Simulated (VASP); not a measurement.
A run of VASP 6.6.1 is set up as follows.

File INCAR:

```
SYSTEM = Mo
  PREC = Accurate
  ENCUT = 520
  EDIFF = 1E-8
  ISMEAR = -1
  SIGMA = 0.05
  LREAL = .False.
  LASPH = .True.
  NELM = 100
  ALGO = Normal
  ISIF = 2
  LWAVE = .False.
  LCHARG = .False.
  GGA = PE
  LEFG = .True.
  NBANDS = 13
```

File KPOINTS:

```
regular mesh
0
Gamma
  16 16 16
  0 0 0
```

Contents of POSCAR:

```
Mo
1.0
   -1.5604560581      1.5604560581      1.5604560581
    1.5604560581     -1.5604560581      1.5604560581
    1.5604560581      1.5604560581     -1.5604560581
Mo
1
Direct
    0.0000000000      0.0000000000      0.0000000000
```

Potentials or basis: VASP PAW PBE potentials, release 64 (Mo_sv).

Run with:

```bash
$ cat potpaw_PBE.64/Mo_sv/POTCAR > POTCAR
$ mpirun -np 1 vasp_std > vasp.out
```

(1) What does it give for the band gap on the k mesh?

(2) Estimate the pressure.

Results:

(1) zero (band 7 reaches 17.20 eV, above the bottom of band 8 at 11.64 eV).

(2) 11.1 GPa.

Caveat: without QUAD_EFG the Cq values of the log hold for a quadrupole moment of 1 mb, not for the nuclei.
